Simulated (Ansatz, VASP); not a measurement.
## Hf in VASP and in Ansatz

The input INCAR:

```
SYSTEM = Hf
PREC = Accurate ; ENCUT = 520
EDIFF = 1E-7 ; ISMEAR = -1
SIGMA = 0.1 ; LREAL = .FALSE.
LASPH = .TRUE. ; NELM = 80
ALGO = Normal ; ISIF = 2
LWAVE = .FALSE. ; LCHARG = .FALSE.
GGA = PE ; NBANDS = 17
```

KPOINTS

```
regular mesh
0
G
  12 12 12
  0 0 0
```

The input POSCAR:

```
Hf
1.0
    0.0000000000      2.8351934472      2.8351934472
    2.8351934472      0.0000000000      2.8351934472
    2.8351934472      2.8351934472      0.0000000000
Hf
2
Direct
   -0.1250000000     -0.1250000000     -0.1250000000
    0.1250000000      0.1250000000      0.1250000000
```

Input for Ansatz:

```yaml
crystal:
  lattice:
    - [0.0, 2.8351934472, 2.8351934472]
    - [2.8351934472, 0.0, 2.8351934472]
    - [2.8351934472, 2.8351934472, 0.0]
  atoms:
    - { symbol: Hf, position: [-0.125, -0.125, -0.125] }
    - { symbol: Hf, position: [0.125, 0.125, 0.125] }
kpoints:
  mp_grid: { grid: [12, 12, 12] }
scf:
  occupations: { method: fermi_dirac, width: 0.1 }
hamiltonian:
  xc: pbe
  pseudopotentials: { kind: all_electron, lapw: { basis_error: 0.001 } }
output:
  forces: true
  stress: true
  eigenvalues: true
  populations: true
```

Change from the starting cell: volume scaled by 0.65, LAPW.

Alike in both runs: task single point; functional PBE; k mesh 12 × 12 × 12; occupations fermi-dirac, width 0.1 eV; no spin polarisation.

|  | VASP | Ansatz |
| --- | --- | --- |
| version | VASP 6.6.1 | Ansatz 0.2.0 |
| potentials or method | VASP PAW PBE potentials, release 64 (Hf_pv), cutoff 520 eV | all-electron LAPW, scalar-relativistic |

```csv
,VASP,Ansatz,Ansatz less VASP
pressure (GPa),24.7,25.7,+0.99
```

Ansatz ran all-electron here, and VASP with PAW potentials.

Spin-orbit coupling is off throughout.
